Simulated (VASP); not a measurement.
**Y: electric field gradients with PBE**

Crystal: Y.

```
Y
1.0
     3.69045    0.00000    0.00000
    -1.84523    3.19603    0.00000
     0.00000    0.00000    5.58086
Y
2
Direct
  0.33333 0.66667 0.25000
  0.66667 0.33333 0.75000
```

This cell differs from its parent crystal: z stretched by -2 % at fixed volume.

```json
{"Program": "VASP 6.6.1", "Task": "electric field gradients", "Functional": "PBE", "Potentials or basis": "VASP PAW PBE potentials, release 64 (Y_sv)", "Cutoff": "520 eV", "k mesh": "14 × 14 × 8", "Occupations": "fermi-dirac, width 0.08 eV", "Spin": "no spin polarisation", "Dipole correction": "no", "Further INCAR settings": "ALGO = Normal; EDIFF = 1e-08; NBANDS = 18"}
```

```json
{
 "Pressure": "-0.1 GPa",
 "Band gap on the k mesh": "zero (bands 11 and 12 overlap by 1.65 eV)",
 "Largest electric field gradient by atom": "Y +39.1 V/Å²"
}
```

Stress tensor (GPa, compression positive):
```
-0.69  0.00  0.00
 0.00 -0.69  0.00
 0.00  0.00  1.05
```

Levels at points of the mesh, in eV from the Fermi level:
| k point | band 9 | band 10 | band 11 | band 12 | band 13 | band 14 |
| --- | --- | --- | --- | --- | --- | --- |
| (0.00, 0.00, 0.00) | -4.66 | -1.79 | 1.14 | 1.70 | 1.70 | 2.31 |
| (0.50, 0.00, 0.00) | -1.69 | -1.17 | -0.74 | -0.19 | 1.32 | 1.56 |
| (0.00, 0.00, 0.50) | -3.16 | -3.16 | 1.11 | 1.11 | 1.57 | 1.57 |
| (0.50, 0.00, 0.50) | -1.62 | -1.62 | 0.14 | 0.14 | 1.40 | 1.40 |

Electric field gradients, principal values (V/Å²):
| atom | least | middle | greatest (by size) |
| --- | --- | --- | --- |
| 1 Y | -19.541 | -19.541 | 39.083 |
| 2 Y | -19.541 | -19.541 | 39.083 |

It took 65 s on 1 thread of Intel(R) Xeon(R) 6975P-C (Granite Rapids), on a shared host, peak memory 0.27 GiB.

Caveat: without QUAD_EFG the Cq values of the log hold for a quadrupole moment of 1 mb, not for the nuclei.
